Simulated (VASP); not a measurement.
# KMgPd3 (P4/mmm) in VASP: notebook

KMgPd3 is run at these levels: PBE; tasks: single point, relaxation of cell and atoms.

Program: VASP 6.6.1. These are calculated values, not measurements. Logs are shortened: lines on timing, memory, paths and dates and some standing lists are left out, and cuts for length are marked.

### 1 The cell of the first run

The structure is tetragonal, space group P4/mmm (No. 123). Conventional cell: a = 3.514 Å, b = 3.514 Å, c = 9.155 Å, α = 90.00°, β = 90.00°, γ = 90.00°. Within 4.3 Å of K (site symmetry 4/mmm) lie 8 Pd at 3.29 Å and 4 K at 3.51 Å. Within 3.2 Å of Mg (site symmetry 4/mmm) lie 6 Pd at 2.42 to 2.48 Å. Within 3.3 Å of Pd (site symmetry 4mm) lie 1 Mg at 2.42 Å and 4 K at 3.29 Å. Within 3.3 Å of Pd (site symmetry 4/mmm) lie 4 Mg at 2.48 Å.

The cell was built from a structure type or drawn by symmetry, and may not be a known phase.

### 2 Single point, PBE

INCAR reads:

```
PREC = Accurate
ENCUT = 600
EDIFF = 1E-6
ISMEAR = 0
SIGMA = 0.1
LREAL = F
LASPH = T
NELM = 120
ALGO = Normal
ISIF = 2
LWAVE = F
LCHARG = F
GGA = PE
NBANDS = 28
GGA_COMPAT = F
```

KPOINTS reads:

```
regular mesh
0
Gamma
  10 10 4
```

POSCAR reads:

```
KMgPd3
1.0
    3.5136024180      0.0000000000      0.0000000000
    0.0000000000      3.5136024180      0.0000000000
    0.0000000000      0.0000000000      9.1550105236
K Mg Pd
1 1 3
Direct
    0.5000000000      0.5000000000      0.5000000000
    0.0000000000      0.0000000000      0.0000000000
    0.0000000000      0.0000000000      0.7357976613
    0.0000000000      0.0000000000      0.2642023387
    0.5000000000      0.5000000000      0.0000000000
```

Potentials or basis: VASP PAW PBE potentials, release 64 (K_sv, Mg, Pd).

The run is started by

```
$ cat potpaw_PBE.64/K_sv/POTCAR potpaw_PBE.64/Mg/POTCAR potpaw_PBE.64/Pd/POTCAR > POTCAR
$ mpirun -np 1 vasp_std > vasp.out
```

OUTCAR:

```text
PREC = Accurate
   ENCUT = 600
   EDIFF = 1E-6
   ISMEAR = 0
   LREAL = F
   LASPH = T
   NELM = 120
   ISIF = 2
   GGA = PE

 ion  position               nearest neighbor table
   1  0.500  0.500  0.500-   3 3.29   4 3.29   3 3.29   4 3.29   3 3.29   4 3.29   3 3.29   4 3.29

   2  0.000  0.000  0.000-   3 2.42   4 2.42   5 2.48   5 2.48   5 2.48   5 2.48
   3  0.000  0.000  0.736-   2 2.42   1 3.29   1 3.29   1 3.29   1 3.29
   4  0.000  0.000  0.264-   2 2.42   1 3.29   1 3.29   1 3.29   1 3.29
   5  0.500  0.500  0.000-   2 2.48   2 2.48   2 2.48   2 2.48

  LATTYP: Found a simple tetragonal cell.
 ALAT       =     3.5136024180
 C/A-ratio  =     2.6055909105

  Lattice vectors:

 A1 = (   3.5136024180,   0.0000000000,   0.0000000000)
 A2 = (   0.0000000000,   3.5136024180,   0.0000000000)
 A3 = (   0.0000000000,   0.0000000000,   9.1550105236)

Analysis of symmetry for initial positions (statically):
=====================================================================
 Subroutine PRICEL returns:
 Original cell was already a primitive cell.

 Routine SETGRP: Setting up the symmetry group for a
 simple tetragonal supercell.

 Subroutine GETGRP returns: Found 16 space group operations
 (whereof 16 operations were pure point group operations)
 out of a pool of 16 trial point group operations.

The static configuration has the point symmetry D_4h.

Analysis of symmetry for dynamics (positions and initial velocities):
=====================================================================
 Subroutine PRICEL returns:
 Original cell was already a primitive cell.

 Routine SETGRP: Setting up the symmetry group for a
 simple tetragonal supercell.

 Subroutine GETGRP returns: Found 16 space group operations
 (whereof 16 operations were pure point group operations)
 out of a pool of 16 trial point group operations.

The dynamic configuration has the point symmetry D_4h.

 Subroutine INISYM returns: Found 16 space group operations
 (whereof 16 operations are pure point group operations),
 and found     1 'primitive' translations

----------------------------------------------------------------------------------------

                                     Primitive cell

  volume of cell :     113.0223

  direct lattice vectors                    reciprocal lattice vectors
     3.513602418  0.000000000  0.000000000     0.284608183  0.000000000  0.000000000
     0.000000000  3.513602418  0.000000000     0.000000000  0.284608183  0.000000000
     0.000000000  0.000000000  9.155010524     0.000000000  0.000000000  0.109229803

  length of vectors
     3.513602418  3.513602418  9.155010524     0.284608183  0.284608183  0.109229803

  position of ions in fractional coordinates (direct lattice)
     0.500000000  0.500000000  0.500000000
     0.000000000  0.000000000  0.000000000
     0.000000000  0.000000000  0.735797661
     0.000000000  0.000000000  0.264202339
     0.500000000  0.500000000  0.000000000

  ion indices of the primitive-cell ions
   primitive index   ion index
                 1           1
                 2           2
                 3           3
                 4           4
                 5           5

----------------------------------------------------------------------------------------

 KPOINTS: regular mesh

Automatic generation of k-mesh.
 Grid dimensions read from file:
 generate k-points for:   10   10    4

 Generating k-lattice:

  Cartesian coordinates                     Fractional coordinates (reciprocal lattice)
     0.028460818  0.000000000  0.000000000     0.100000000  0.000000000  0.000000000
     0.000000000  0.028460818  0.000000000     0.000000000  0.100000000  0.000000000
     0.000000000  0.000000000  0.027307451     0.000000000  0.000000000  0.250000000

  Length of vectors
     0.028460818  0.028460818  0.027307451

  Shift w.r.t. Gamma in fractional coordinates (k-lattice)
     0.000000000  0.000000000  0.000000000

 Subroutine IBZKPT returns following result:
 ===========================================

 Found     63 irreducible k-points:

 Following reciprocal coordinates:
            Coordinates               Weight
  0.000000  0.000000  0.000000      1.000000
  0.100000  0.000000  0.000000      4.000000
  0.200000  0.000000  0.000000      4.000000
  0.300000  0.000000  0.000000      4.000000
  0.400000  0.000000  0.000000      4.000000
  0.500000  0.000000  0.000000      2.000000
[... 16 lines left out ...]
  0.100000  0.000000  0.250000      8.000000
  0.200000  0.000000  0.250000      8.000000
 [... further k-points ...]
   k-points           NKPTS =     63   k-points in BZ     NKDIM =     63   number of bands    NBANDS=     28
   number of dos      NEDOS =    301   number of ions     NIONS =      5
   total plane-waves  NPLWV =  62720
   dimension x,y,z NGX =    28 NGY =   28 NGZ =   80
   dimension x,y,z NGXF=    56 NGYF=   56 NGZF=  160
   ions per type =               1   1   3
   NGX,Y,Z   is equivalent  to a cutoff of  13.25, 13.25, 14.53 a.u.
   NGXF,Y,Z  is equivalent  to a cutoff of  26.50, 26.50, 29.05 a.u.
 SYSTEM =  unknown system
   PREC   = accura    normal or accurate (medium, high low for compatibility)
   ISTART =      0    job   : 0-new  1-cont  2-samecut
   ICHARG =      2    charge: 1-file 2-atom 10-const
   ISPIN  =      1    spin polarized calculation?
   LNONCOLLINEAR =      F non collinear calculations
   LSORBIT =      F    spin-orbit coupling
   LASPH  =      T    aspherical Exc in radial PAW
   ENCUT  =  600.0 eV  44.10 Ry    6.64 a.u.   7.02  7.02 18.28*2*pi/ulx,y,z
   NELM   =    120;   NELMIN=  2; NELMDL= -5     # of ELM steps
   EDIFF  = 0.1E-05   stopping-criterion for ELM
   LREAL  =      F    real-space projection
   EDIFFG = 0.1E-04   stopping-criterion for IOM
   NSW    =      0    number of steps for IOM
   IBRION =     -1    ionic relax: 0-MD 1-quasi-New 2-CG
   NFREE  =      0    steps in history (QN), initial steepest desc. (CG)
   ISIF   =      2    stress and relaxation
   ISYM   =      2    0-nonsym 1-usesym 2-fastsym
   POTIM  = 0.5000    time-step for ionic-motion
   TEBEG  =    0.0;   TEEND  =   0.0 temperature during run
   PSTRESS=    0.0 pullay stress
   NELECT =      41.0000    total number of electrons
   NUPDOWN=      -1.0000    fix difference up-down
   EMIN   =  10.00;   EMAX   =-10.00  energy-range for DOS
   EFERMI =   0.00;   METHOD = LEGACY
   ISMEAR =     0;   SIGMA  =   0.10  broadening in eV -4-tet -1-fermi 0-gaus
   EFERMI_NEDOS =   21; number of points for ismear=-14 and -15
   IALGO  =     38    algorithm
   IMIX   =      4    mixing-type and parameters
     AMIX     =   0.40;   BMIX     =  1.00
     AMIX_MAG =   1.60;   BMIX_MAG =  1.00
  volume/ion in A,a.u.               =      22.60       152.54
  Fermi-wavevector in a.u.,A,eV,Ry     =   1.167566  2.206380 18.547602  1.363210
  Thomas-Fermi vector in A             =   2.304064
   LORBIT       =      0    0 simple, 1 ext, 2 COOP (PROOUT), +10 PAW based schemes
   GGA     = PE    functional components
   LHFCALC =     F    Hartree Fock is set to
   AEXX    =    0.0000 exact exchange contribution
   IVDW    =     0    specifies the selected vdW correction
   LEPSILON=     F    determine dielectric tensor
   LRPA    =     F    only Hartree local field effects (RPA)
 non-spin polarized calculation
 Gauss-broadening in eV      SIGMA  =   0.10
  energy-cutoff  :      600.00
  volume of cell :      113.02
 maximum number of plane-waves:      3800
   NGX = 15   NGY = 15   NGZ = 37

 number of electron      40.9999993 magnetization

 Free energy of the ion-electron system (eV)
  ---------------------------------------------------
  ext. energy  EPLUGINS =         0.00000000
  ---------------------------------------------------
  free energy    TOTEN  =       -16.67136373 eV

  energy without entropy =      -16.66241846  energy(sigma->0) =      -16.66689110

 E-fermi :   3.7019     XC(G=0):  -9.7998

 val. band max:        3.6779806240   @ k =   0.4000   0.4000   0.2500
 cond. band min:       3.7314307977   @ k =   0.4000   0.4000   0.0000
 fundamental gap:      0.0534501737
 Fermi energy:         3.7019376534

 k-point     1 :       0.0000    0.0000    0.0000
  band No.  band energies     occupation
      1     -26.7205      2.00000
      2     -10.2093      2.00000
      3     -10.0435      2.00000
      4     -10.0435      2.00000
      5      -1.9803      2.00000
      6       0.3653      2.00000
[... 20 lines left out ...]
     27      10.3201      0.00000
     28      11.1816      0.00000

 k-point     2 :       0.1000    0.0000    0.0000
  band No.  band energies     occupation
      1     -26.7155      2.00000
      2     -10.2012      2.00000
      3     -10.0994      2.00000
      4     -10.0385      2.00000
      5      -1.8489      2.00000
      6       0.4082      2.00000
[... 20 lines left out ...]
     27      10.4746      0.00000
     28      10.8428      0.00000

 k-point     3 :       0.2000    0.0000    0.0000
  band No.  band energies     occupation
      1     -26.7026      2.00000
      2     -10.2422      2.00000
      3     -10.1798      2.00000
      4     -10.0253      2.00000
      5      -1.4725      2.00000
      6       0.5112      2.00000
[... 20 lines left out ...]
     27       9.9470      0.00000
     28      10.8513      0.00000

 k-point     4 :       0.3000    0.0000    0.0000
  band No.  band energies     occupation
      1     -26.6866      2.00000
      2     -10.4125      2.00000
      3     -10.1533      2.00000
      4     -10.0089      2.00000
      5      -0.9167      2.00000
      6       0.6219      2.00000
[... 578 lines left out ...]
     27      10.1547      0.00000
     28      11.5568      0.00000

 k-point    23 :       0.1000    0.0000    0.2500
  band No.  band energies     occupation
      1     -26.7155      2.00000
      2     -10.2013      2.00000
      3     -10.0994      2.00000
      4     -10.0384      2.00000
      5      -1.8253      2.00000
      6       0.4092      2.00000
[... 20 lines left out ...]
     27      10.3315      0.00000
     28      10.9500      0.00000

 k-point    24 :       0.2000    0.0000    0.2500
  band No.  band energies     occupation
      1     -26.7026      2.00000
      2     -10.2422      2.00000
      3     -10.1799      2.00000
      4     -10.0253      2.00000
      5      -1.4540      2.00000
      6       0.5160      2.00000
[... 20 lines left out ...]
     27      10.0216      0.00000
     28      10.8086      0.00000

 [... further k-points ...]

------------------------ aborting loop because EDIFF is reached ----------------------------------------

  FORCE on cell =-STRESS in cart. coord.  units (eV):
  Direction    XX          YY          ZZ          XY          YZ          ZX
  --------------------------------------------------------------------------------------
  -------------------------------------------------------------------------------------
  Total        0.0091273      0.0091273      0.0467931      0.0000000      0.0000000      0.0000000
  in kB        0.1293871      0.1293871      0.6633281      0.0000000      0.0000000      0.0000000
  external PRESSURE =       0.3073675 kB  Pullay stress =       0.0000000 kB

 VOLUME and BASIS-vectors are now :
 -----------------------------------------------------------------------------
  energy-cutoff  :      600.00
  volume of cell :      113.02
      direct lattice vectors                 reciprocal lattice vectors
     3.513602418  0.000000000  0.000000000     0.284608183  0.000000000  0.000000000
     0.000000000  3.513602418  0.000000000     0.000000000  0.284608183  0.000000000
     0.000000000  0.000000000  9.155010524     0.000000000  0.000000000  0.109229803

 POSITION                                       TOTAL-FORCE (eV/Angst)
 -----------------------------------------------------------------------------------
      1.75680      1.75680      4.57751         0.000000      0.000000      0.000000
      0.00000      0.00000      0.00000         0.000000      0.000000      0.000000
      0.00000      0.00000      6.73624         0.000000      0.000000      0.010697
      0.00000      0.00000      2.41878        -0.000000      0.000000     -0.010697
      1.75680      1.75680      0.00000         0.000000      0.000000      0.000000
 -----------------------------------------------------------------------------------
    total drift:                                0.000000      0.000000      0.000000

  FREE ENERGIE OF THE ION-ELECTRON SYSTEM (eV)
  ---------------------------------------------------
  free  energy   TOTEN  =       -16.6713637283 eV

  energy  without entropy=      -16.6624184624  energy(sigma->0) =      -16.66689110
```

It took 2.6 min on 1 thread of Intel Xeon Platinum 8375C at 2.90GHz (Ice Lake), shared host; peak memory 0.4 GiB.

What came out:

* Free energy: -16.6714 eV
* Pressure: 0.0 GPa
* Largest force: 0.011 eV/Å
* Band gap on the k mesh: zero (an odd number of electrons rules out a gap without spin polarisation)

Forces in eV/Å, atoms in the order of the input:
```
K    0.000  0.000  0.000
Mg   0.000  0.000  0.000
Pd   0.000  0.000  0.011
Pd   0.000  0.000 -0.011
Pd   0.000  0.000  0.000
```

### 3 Relaxation of cell and atoms, PBE

This run uses another cell than the first one, of 22.78 Å³/atom.

INCAR reads:

```
SYSTEM = KMgPd3
ALGO = Normal
EDIFF = 1E-7
EDIFFG = -0.01
ENCUT = 600
GGA = PE
GGA_COMPAT = .FALSE.
IBRION = 2
ISIF = 3
ISMEAR = 0
LASPH = .TRUE.
LCHARG = .FALSE.
LREAL = .FALSE.
LWAVE = .FALSE.
NELM = 120
NELMIN = 4
NSW = 100
PREC = Accurate
SIGMA = 0.1
```

KPOINTS reads:

```
k-points
0
G
  10 10 4
  0 0 0
```

POSCAR reads:

```
KMgPd3
1.0
    3.5284613939      0.0000000000      0.0000000000
    0.0000000000      3.5284613939      0.0000000000
    0.0000000000      0.0000000000      9.1468088466
K Mg Pd
1 1 3
Direct
    0.5000000000      0.5000000000      0.5000000000
    0.0000000000      0.0000000000      0.0000000000
    0.0000000000      0.0000000000      0.7356668121
    0.0000000000      0.0000000000      0.2643331879
    0.5000000000      0.5000000000      0.0000000000
```

Potentials or basis: VASP PAW PBE potentials, release 64 (K_sv, Mg, Pd).

The run is started by

```
$ cat potpaw_PBE.64/K_sv/POTCAR potpaw_PBE.64/Mg/POTCAR potpaw_PBE.64/Pd/POTCAR > POTCAR
$ mpirun -np 1 vasp_std > vasp.out
```

It took 11 min on 1 thread of Intel Xeon Platinum 8375C at 2.90GHz (Ice Lake), shared host; peak memory 0.42 GiB.

Results (log left out):

```
Free energy                           : -16.6718 eV
Relaxed volume                        : 22.64 Å³/atom
Relaxed cell                          : a = 3.513 Å, b = 3.513 Å, c = 9.177 Å, α = 90.00°, β = 90.00°, γ = 90.00°
Space group after relaxing (to 0.1 Å) : P4/mmm (No. 123)
Energy gained by relaxing             : 0.3 meV/atom
Ionic steps                           : 7
Pressure after relaxing               : 0.0 GPa
Largest force after relaxing          : 0.009 eV/Å
Band gap on the k mesh                : zero (an odd number of electrons rules out a gap without spin polarisation)
```

Forces in eV/Å, atoms in the order of the input:
```
K    0.000  0.000  0.000
Mg   0.000  0.000  0.000
Pd   0.000  0.000  0.009
Pd   0.000  0.000 -0.009
Pd   0.000  0.000  0.000
```

Step by step:
```tsv
step	energy change (eV)	largest force (eV/Å)	pressure (GPa)	volume (Å³)
1	0.0000	0.0030	-0.26	113.88
2	-0.0010	0.0039	-0.05	113.26
3	-0.0011	0.0069	0.04	112.99
4	-0.0011	0.0149	0.02	113.06
5	-0.0011	0.0224	-0.01	113.12
6	-0.0012	0.0191	-0.01	113.14
7	-0.0013	0.0090	-0.01	113.22
```

Final structure:
```xyz
5
Lattice="3.5125 0.0000 0.0000 0.0000 3.5125 0.0000 0.0000 0.0000 9.1768" Properties=species:S:1:pos:R:3 pbc="T T T"
K     1.7563    1.7563    4.5884
Mg    0.0000    0.0000    9.1768
Pd    0.0000    3.5125    6.7572
Pd    0.0000    0.0000    2.4196
Pd    1.7563    1.7563    9.1768
```

Levels at points of the mesh, in eV from the Fermi level:
| k point | band 18 | band 19 | band 20 | band 21 | band 22 | band 23 | band 24 |
| --- | --- | --- | --- | --- | --- | --- | --- |
| (0.00, 0.00, 0.00) | -1.05 | -1.04 | -1.04 | -0.78 | -0.77 | 3.10 | 4.29 |
| (0.50, 0.00, 0.00) | -1.10 | -0.97 | -0.40 | -0.33 | 1.36 | 1.49 | 1.52 |
| (0.50, 0.50, 0.00) | -0.47 | -0.47 | 1.15 | 1.15 | 1.77 | 2.86 | 3.41 |
| (0.00, 0.00, 0.50) | -1.03 | -1.03 | -0.79 | -0.76 | 0.26 | 1.02 | 4.84 |
| (0.50, 0.00, 0.50) | -1.11 | -0.93 | -0.22 | -0.03 | 0.67 | 1.26 | 1.94 |
| (0.50, 0.50, 0.50) | -0.47 | -0.47 | 1.00 | 1.00 | 1.78 | 2.86 | 3.62 |
